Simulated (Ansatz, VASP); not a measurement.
Two plane-wave programs on CdSe

Contents of INCAR:

```
SYSTEM = CdSe
ALGO = Normal
EDIFF = 1E-6
ENCUT = 520
GGA = PE
ISIF = 2
ISMEAR = -1
LASPH = .TRUE.
LCHARG = .FALSE.
LREAL = .FALSE.
LWAVE = .FALSE.
NBANDS = 26
NELM = 80
PREC = Accurate
SIGMA = 0.1
```

Contents of KPOINTS:

```
k-points
0
G
  7 7 4
  0 0 0
```

The input POSCAR:

```
CdSe
1.0
    4.2660100000      0.0000000000      0.0000000000
   -2.1330050000      3.6944740000      0.0000000000
    0.0000000000      0.0000000000      6.9645100000
Cd Se
2 2
Direct
    0.3333300000      0.6666700000      0.0000000000
    0.6666600000      0.3333300000      0.5000000000
    0.3333300000      0.6666700000      0.3850000000
    0.6666600000      0.3333300000      0.8850000000
```

Input for Ansatz:

```yaml
crystal:
  lattice:
    - [4.26601, 0.0, 0.0]
    - [-2.133005, 3.694474, 0.0]
    - [0.0, 0.0, 6.96451]
  atoms:
    - { symbol: Cd, position: [0.33333, 0.66667, 0.0] }
    - { symbol: Cd, position: [0.66666, 0.33333, 0.5] }
    - { symbol: Se, position: [0.33333, 0.66667, 0.385] }
    - { symbol: Se, position: [0.66666, 0.33333, 0.885] }
  symmetry: { tolerance: 0.0003 }
kpoints:
  mp_grid: { grid: [7, 7, 4], shift: [0, 0, 0] }
  band_path:
    path:
      - [0.0, 0.0, 0.0]
      - [0.5, 0.0, 0.0]
      - [0.33333333, 0.33333333, 0.0]
      - [0.0, 0.0, 0.0]
      - [0.0, 0.0, 0.5]
      - [0.5, 0.0, 0.5]
      - [0.33333333, 0.33333333, 0.5]
      - [0.0, 0.0, 0.5]
      - [0.5, 0.0, 0.5]
      - [0.5, 0.0, 0.0]
      - [0.33333333, 0.33333333, 0.5]
    npoints: 6
magnetization:
  spin_polarized: false
scf:
  occupations: { method: fermi_dirac }
  lower_state_search: "off"
  max_iter: 200
hamiltonian:
  pseudopotentials: { kind: paw }
  xc: pbe
basis:
  ecutwfc: 420
  fft_grid_basis: typed
output:
  forces: true
  stress: true
  eigenvalues: true
  bader: true
  populations: true
  elf: true
  write_potential: true
  volumetric_format: npy
  dos:
    e_range: [-12, 8]
    de: 0.05
    projected: { site_lists: { Cd: [Cd], Se: [Se] } }
checkpoint:
  read: saved_state
```

Alike in both runs: task single point; functional PBE; k mesh 7 × 7 × 4; no spin polarisation.

|  | VASP | Ansatz |
| --- | --- | --- |
| version | VASP 6.6.1 | Ansatz 0.2.0 |
| potentials or method | VASP PAW PBE potentials, release 64 (Cd, Se), cutoff 520 eV | PAW plane waves |
| occupations | fermi-dirac, width 0.1 eV | fermi-dirac |
| valence electrons in the cell | 36 | 72 |

```csv
,VASP,Ansatz,Ansatz less VASP
pressure (GPa),4.8,4.5,-0.36
"traceless stress, the component that is largest in VASP (GPa)",-1.62,-1.56,+0.058
rms of the force components (eV/Å),0.183,0.177,-0.0061
```

Atom by atom the forces differ by 0.006 eV/Å (rms over components). VASP's potentials hold 36 valence electrons a cell and Ansatz's 72, so a difference there can come from the potentials and not from the codes. Ansatz's warnings: structure snapped to symmetry.
